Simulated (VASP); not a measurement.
# RuS (F-43m) in VASP: notebook

The runs below take RuS through single point, with PBE, r2SCAN.

All numbers are computed with VASP 6.6.1; they aren't measurements. Logs are shortened: lines on timing, memory, paths and dates and some standing lists are left out, and cuts for length are marked.

## Step 1: The cell of the first run

It takes space group F-43m (No. 216, cubic). Conventional cell: a = 5.235 Å, b = 5.235 Å, c = 5.235 Å, α = 90.00°, β = 90.00°, γ = 90.00°. Ru (site symmetry -43m) has 4 S at 2.27 Å within 3.0 Å. Within 3.0 Å of S (site symmetry -43m) lie 4 Ru at 2.27 Å.

## Step 2: Single point, PBE (volume scaled by 1.020)

File INCAR:

```
PREC     = Accurate       # precision mode
ENCUT    = 520            # plane-wave cutoff, eV
EDIFF    = 1E-7           # SCF threshold, eV
ISMEAR   = 0              # smearing method
SIGMA    = 0.05           # smearing width, eV
LREAL    = False          # projectors in reciprocal space
LASPH    = True           # aspherical terms in the spheres
NELM     = 80             # most SCF steps
ALGO     = Normal         # electronic algorithm
ISIF     = 2              # what is computed and relaxed
LWAVE    = False          # write WAVECAR
LCHARG   = False          # write CHGCAR
GGA      = PE             # functional
NBANDS   = 17             # bands
```

File KPOINTS:

```
Automatic mesh
0
Gamma
  10 10 10
```

File POSCAR:

```
RuS
1.0
    0.0000000000      2.6177427297      2.6177427297
    2.6177427297      0.0000000000      2.6177427297
    2.6177427297      2.6177427297      0.0000000000
Ru S
1 1
Direct
    0.0000000000      0.0000000000      0.0000000000
    0.2500000000      0.2500000000      0.2500000000
```

Potentials or basis: VASP PAW PBE potentials, release 64 (Ru_pv, S).

The run is started by

```bash
$ cat potpaw_PBE.64/Ru_pv/POTCAR potpaw_PBE.64/S/POTCAR > POTCAR
$ mpirun -np 1 vasp_std > vasp.out
```

OUTCAR:

```text
PREC = Accurate
   ENCUT = 520
   EDIFF = 1E-7
   ISMEAR = 0
   LREAL = False
   LASPH = True
   NELM = 80
   ISIF = 2
   GGA = PE

 ion  position               nearest neighbor table
   1  0.000  0.000  0.000-   2 2.27   2 2.27   2 2.27   2 2.27
   2  0.250  0.250  0.250-   1 2.27   1 2.27   1 2.27   1 2.27

  LATTYP: Found a face centered cubic cell.
 ALAT       =     5.2354854594

  Lattice vectors:

 A1 = (   0.0000000000,   2.6177427297,   2.6177427297)
 A2 = (   2.6177427297,   0.0000000000,   2.6177427297)
 A3 = (   2.6177427297,   2.6177427297,   0.0000000000)

Analysis of symmetry for initial positions (statically):
=====================================================================
 Subroutine PRICEL returns:
 Original cell was already a primitive cell.

 Routine SETGRP: Setting up the symmetry group for a
 face centered cubic supercell.

 Subroutine GETGRP returns: Found 24 space group operations
 (whereof 24 operations were pure point group operations)
 out of a pool of 48 trial point group operations.

The static configuration has the point symmetry T_d .

Analysis of symmetry for dynamics (positions and initial velocities):
=====================================================================
 Subroutine PRICEL returns:
 Original cell was already a primitive cell.

 Routine SETGRP: Setting up the symmetry group for a
 face centered cubic supercell.

 Subroutine GETGRP returns: Found 24 space group operations
 (whereof 24 operations were pure point group operations)
 out of a pool of 48 trial point group operations.

The dynamic configuration has the point symmetry T_d .

 Subroutine INISYM returns: Found 24 space group operations
 (whereof 24 operations are pure point group operations),
 and found     1 'primitive' translations

----------------------------------------------------------------------------------------

                                     Primitive cell

  volume of cell :      35.8766

  direct lattice vectors                    reciprocal lattice vectors
     0.000000000  2.617742730  2.617742730    -0.191004255  0.191004255  0.191004255
     2.617742730  0.000000000  2.617742730     0.191004255 -0.191004255  0.191004255
     2.617742730  2.617742730  0.000000000     0.191004255  0.191004255 -0.191004255

  length of vectors
     3.702047271  3.702047271  3.702047271     0.330829074  0.330829074  0.330829074

  position of ions in fractional coordinates (direct lattice)
     0.000000000  0.000000000  0.000000000
     0.250000000  0.250000000  0.250000000

  ion indices of the primitive-cell ions
   primitive index   ion index
                 1           1
                 2           2

----------------------------------------------------------------------------------------

 KPOINTS: Automatic mesh

Automatic generation of k-mesh.
 Grid dimensions read from file:
 generate k-points for:   10   10   10

 Generating k-lattice:

  Cartesian coordinates                     Fractional coordinates (reciprocal lattice)
    -0.019100426  0.019100426  0.019100426     0.100000000  0.000000000  0.000000000
     0.019100426 -0.019100426  0.019100426     0.000000000  0.100000000  0.000000000
     0.019100426  0.019100426 -0.019100426     0.000000000  0.000000000  0.100000000

  Length of vectors
     0.033082907  0.033082907  0.033082907

  Shift w.r.t. Gamma in fractional coordinates (k-lattice)
     0.000000000  0.000000000  0.000000000

 Subroutine IBZKPT returns following result:
 ===========================================

 Found     47 irreducible k-points:

 Following reciprocal coordinates:
            Coordinates               Weight
  0.000000  0.000000  0.000000      1.000000
  0.100000  0.000000  0.000000      8.000000
  0.200000  0.000000  0.000000      8.000000
  0.300000  0.000000  0.000000      8.000000
  0.400000  0.000000  0.000000      8.000000
  0.500000  0.000000  0.000000      4.000000
[... 16 lines left out ...]
  0.300000  0.300000  0.000000      6.000000
  0.400000  0.300000  0.000000     24.000000
 [... further k-points ...]
   k-points           NKPTS =     47   k-points in BZ     NKDIM =     47   number of bands    NBANDS=     17
   number of dos      NEDOS =    301   number of ions     NIONS =      2
   total plane-waves  NPLWV =  21952
   dimension x,y,z NGX =    28 NGY =   28 NGZ =   28
   dimension x,y,z NGXF=    56 NGYF=   56 NGZF=   56
   ions per type =               1   1
   NGX,Y,Z   is equivalent  to a cutoff of  12.57, 12.57, 12.57 a.u.
   NGXF,Y,Z  is equivalent  to a cutoff of  25.15, 25.15, 25.15 a.u.
 SYSTEM =  unknown system
   PREC   = accura    normal or accurate (medium, high low for compatibility)
   ISTART =      0    job   : 0-new  1-cont  2-samecut
   ICHARG =      2    charge: 1-file 2-atom 10-const
   ISPIN  =      1    spin polarized calculation?
   LNONCOLLINEAR =      F non collinear calculations
   LSORBIT =      F    spin-orbit coupling
   LASPH  =      T    aspherical Exc in radial PAW
   ENCUT  =  520.0 eV  38.22 Ry    6.18 a.u.   6.88  6.88  6.88*2*pi/ulx,y,z
   NELM   =     80;   NELMIN=  2; NELMDL= -5     # of ELM steps
   EDIFF  = 0.1E-06   stopping-criterion for ELM
   LREAL  =      F    real-space projection
   EDIFFG = 0.1E-05   stopping-criterion for IOM
   NSW    =      0    number of steps for IOM
   IBRION =     -1    ionic relax: 0-MD 1-quasi-New 2-CG
   NFREE  =      0    steps in history (QN), initial steepest desc. (CG)
   ISIF   =      2    stress and relaxation
   ISYM   =      2    0-nonsym 1-usesym 2-fastsym
   POTIM  = 0.5000    time-step for ionic-motion
   TEBEG  =    0.0;   TEEND  =   0.0 temperature during run
   PSTRESS=    0.0 pullay stress
   NELECT =      20.0000    total number of electrons
   NUPDOWN=      -1.0000    fix difference up-down
   EMIN   =  10.00;   EMAX   =-10.00  energy-range for DOS
   EFERMI =   0.00;   METHOD = LEGACY
   ISMEAR =     0;   SIGMA  =   0.05  broadening in eV -4-tet -1-fermi 0-gaus
   EFERMI_NEDOS =   21; number of points for ismear=-14 and -15
   IALGO  =     38    algorithm
   IMIX   =      4    mixing-type and parameters
     AMIX     =   0.40;   BMIX     =  1.00
     AMIX_MAG =   1.60;   BMIX_MAG =  1.00
  volume/ion in A,a.u.               =      17.94       121.05
  Fermi-wavevector in a.u.,A,eV,Ry     =   1.347352  2.546127 24.699452  1.815359
  Thomas-Fermi vector in A             =   2.475110
   LORBIT       =      0    0 simple, 1 ext, 2 COOP (PROOUT), +10 PAW based schemes
   GGA     = PE    functional components
   LHFCALC =     F    Hartree Fock is set to
   AEXX    =    0.0000 exact exchange contribution
   IVDW    =     0    specifies the selected vdW correction
   LEPSILON=     F    determine dielectric tensor
   LRPA    =     F    only Hartree local field effects (RPA)
 non-spin polarized calculation
 Gauss-broadening in eV      SIGMA  =   0.05
  energy-cutoff  :      520.00
  volume of cell :       35.88
 maximum number of plane-waves:       982
   NGX = 13   NGY = 13   NGZ = 13

 number of electron      20.0000003 magnetization

 Free energy of the ion-electron system (eV)
  ---------------------------------------------------
  ext. energy  EPLUGINS =         0.00000000
  ---------------------------------------------------
  free energy    TOTEN  =       -13.65223968 eV

  energy without entropy =      -13.65009793  energy(sigma->0) =      -13.65116880

 E-fermi :   7.8257     XC(G=0): -11.0454

 val. band max:        7.8007862180   @ k =  -0.3000   0.4000   0.1000
 cond. band min:       7.8493242227   @ k =   0.4000   0.3000   0.1000
 fundamental gap:      0.0485380047
 Fermi energy:         7.8256531671

 k-point     1 :       0.0000    0.0000    0.0000
  band No.  band energies     occupation
      1     -35.0082      2.00000
      2     -35.0082      2.00000
      3     -35.0082      2.00000
      4      -7.4168      2.00000
      5       1.7773      2.00000
      6       1.7773      2.00000
[... 9 lines left out ...]
     16      15.7252      0.00000
     17      19.0023      0.00000

 k-point     2 :       0.1000    0.0000    0.0000
  band No.  band energies     occupation
      1     -35.0125      2.00000
      2     -35.0089      2.00000
      3     -35.0089      2.00000
      4      -7.3399      2.00000
      5       1.6899      2.00000
      6       1.8278      2.00000
[... 9 lines left out ...]
     16      15.8574      0.00000
     17      19.0024      0.00000

 k-point     3 :       0.2000    0.0000    0.0000
  band No.  band energies     occupation
      1     -35.0237      2.00000
      2     -35.0106      2.00000
      3     -35.0106      2.00000
      4      -7.1349      2.00000
      5       1.5157      2.00000
      6       1.9540      2.00000
[... 9 lines left out ...]
     16      16.1976      0.00000
     17      19.0028      0.00000

 k-point     4 :       0.3000    0.0000    0.0000
  band No.  band energies     occupation
      1     -35.0375      2.00000
      2     -35.0127      2.00000
      3     -35.0127      2.00000
      4      -6.8746      2.00000
      5       1.4100      2.00000
      6       2.0930      2.00000
[... 9 lines left out ...]
     16      16.5461      0.00000
     17      19.0024      0.00000
[... 343 lines left out ...]
      1     -35.0359      2.00000
      2     -35.0205      2.00000
      3     -35.0127      2.00000
      4      -6.7858      2.00000
      5       1.4629      2.00000
      6       2.0649      2.00000
[... 9 lines left out ...]
     16      16.6049      0.00000
     17      19.0104      0.00000

 k-point    23 :       0.3000    0.3000    0.0000
  band No.  band energies     occupation
      1     -35.0375      2.00000
      2     -35.0190      2.00000
      3     -35.0190      2.00000
      4      -6.6946      2.00000
      5       1.0229      2.00000
      6       2.5057      2.00000
[... 9 lines left out ...]
     16      18.0631      0.00000
     17      18.1294      0.00000

 k-point    24 :       0.4000    0.3000    0.0000
  band No.  band energies     occupation
      1     -35.0439      2.00000
      2     -35.0222      2.00000
      3     -35.0209      2.00000
      4      -6.5249      2.00000
      5       1.0040      2.00000
      6       2.6555      2.00000
[... 9 lines left out ...]
     16      18.2847      0.00000
     17      19.0170      0.00000

 [... further k-points ...]
[... 5 lines left out ...]
  --------------------------------------------------------------------------------------
  -------------------------------------------------------------------------------------
  Total       -0.6550362     -0.6550362     -0.6550362      0.0000000      0.0000000      0.0000000
  in kB      -29.2526360    -29.2526360    -29.2526360      0.0000000      0.0000000      0.0000000
  external PRESSURE =     -29.2526360 kB  Pullay stress =       0.0000000 kB

 VOLUME and BASIS-vectors are now :
 -----------------------------------------------------------------------------
  energy-cutoff  :      520.00
  volume of cell :       35.88
      direct lattice vectors                 reciprocal lattice vectors
     0.000000000  2.617742730  2.617742730    -0.191004255  0.191004255  0.191004255
     2.617742730  0.000000000  2.617742730     0.191004255 -0.191004255  0.191004255
     2.617742730  2.617742730  0.000000000     0.191004255  0.191004255 -0.191004255

 POSITION                                       TOTAL-FORCE (eV/Angst)
 -----------------------------------------------------------------------------------
      0.00000      0.00000      0.00000         0.000000      0.000000      0.000000
      1.30887      1.30887      1.30887        -0.000000     -0.000000     -0.000000
 -----------------------------------------------------------------------------------
    total drift:                               -0.000001     -0.000001     -0.000001

  FREE ENERGIE OF THE ION-ELECTRON SYSTEM (eV)
  ---------------------------------------------------
  free  energy   TOTEN  =       -13.6522396830 eV

  energy  without entropy=      -13.6500979262  energy(sigma->0) =      -13.65116880
```

It took 35 s on 1 thread of Intel Xeon Platinum 8375C at 2.90GHz (Ice Lake), shared host; peak memory 0.17 GiB.

Results:

```yaml
Free_energy: -13.6522 eV
Pressure: -2.9 GPa
Band_gap_on_the_k_mesh: zero (band 10 reaches 10.17 eV, above the bottom of band 11 at 7.35 eV)
```

## Step 3: Single point, PBE (volume scaled by 1.040)

File INCAR:

```
SYSTEM = RuS
PREC = Accurate
ENCUT = 520
EDIFF = 1E-6
ISMEAR = 0
SIGMA = 0.05
LREAL = .FALSE.
LASPH = .TRUE.
NELM = 100
ALGO = Normal
ISIF = 2
LWAVE = .FALSE.
LCHARG = .FALSE.
GGA = PE
NBANDS = 17
```

File KPOINTS:

```
regular mesh
0
G
  10 10 10
  0 0 0
```

File POSCAR:

```
RuS
1.0
    0.0000000000      2.6347415354      2.6347415354
    2.6347415354      0.0000000000      2.6347415354
    2.6347415354      2.6347415354      0.0000000000
Ru S
1 1
Direct
    0.0000000000      0.0000000000      0.0000000000
    0.2500000000      0.2500000000      0.2500000000
```

Potentials or basis: VASP PAW PBE potentials, release 64 (Ru_pv, S).

The run is started by

```bash
$ cat potpaw_PBE.64/Ru_pv/POTCAR potpaw_PBE.64/S/POTCAR > POTCAR
$ mpirun -np 1 vasp_std > vasp.out
```

Wall time 38 s (1 thread of Intel Xeon Platinum 8375C at 2.90GHz (Ice Lake), shared host); peak memory 0.17 GiB.

It converged, with:

| Property | Result |
| --- | --- |
| Free energy | -13.6342 eV |
| Pressure | -5.4 GPa |
| Band gap on the k mesh | zero (band 10 reaches 9.85 eV, above the bottom of band 11 at 7.12 eV) |

Levels at points of the mesh, in eV from the Fermi level:
| k point | band 8 | band 9 | band 10 | band 11 | band 12 | band 13 |
| --- | --- | --- | --- | --- | --- | --- |
| (0.00, 0.00, 0.00) | -1.95 | -1.95 | 2.04 | 3.30 | 3.30 | 3.30 |
| (0.50, 0.00, 0.00) | -1.62 | -1.62 | -1.30 | 1.41 | 1.41 | 4.43 |
| (0.50, 0.50, 0.00) | -2.45 | -1.15 | -0.99 | -0.45 | -0.45 | 5.88 |

(Continued in part 2 of 2.)
